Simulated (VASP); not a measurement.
Here is a VASP 6.6.1 calculation.

POSCAR

```
Zn
1.0
   -1.5585062330      1.5585062330      1.5585062330
    1.5585062330     -1.5585062330      1.5585062330
    1.5585062330      1.5585062330     -1.5585062330
Zn
1
Direct
    0.0000000000      0.0000000000      0.0000000000
```

File INCAR.step1:

```
ALGO = Normal
EDIFF = 1E-4
ENCUT = 520
GGA = PE
ISMEAR = -1
LASPH = T
LCHARG = F
LREAL = F
LWAVE = T
NBANDS = 12
NELM = 80
PREC = Accurate
SIGMA = 0.05
```

Contents of INCAR.step2:

```
ALGO = Normal
EDIFF = 1E-6
ENCUT = 520
ISIF = 2
ISMEAR = -1
ISTART = 1
LASPH = T
LCHARG = F
LMIXTAU = T
LREAL = F
LWAVE = F
METAGGA = R2SCAN
NBANDS = 12
NELM = 80
PREC = Accurate
SIGMA = 0.05
```

The input KPOINTS:

```
k-points
0
Gamma
  12 12 12
```

Potentials or basis: VASP PAW PBE potentials, release 64 (Zn).

Command:

```console
$ cat potpaw_PBE.64/Zn/POTCAR > POTCAR
$ cp INCAR.step1 INCAR
$ mpirun -np 1 vasp_std > vasp.out
$ cp INCAR.step2 INCAR
$ mpirun -np 1 vasp_std > vasp.out
```

(1) Predict the pressure.

(2) Predict the band gap on the k mesh.

Answers

(1) -3.5 GPa.

(2) zero (band 6 reaches 7.60 eV, above the bottom of band 7 at 2.21 eV).

Caveat: the PAW data sets were made with another functional, which shifts forces and pressure a little.
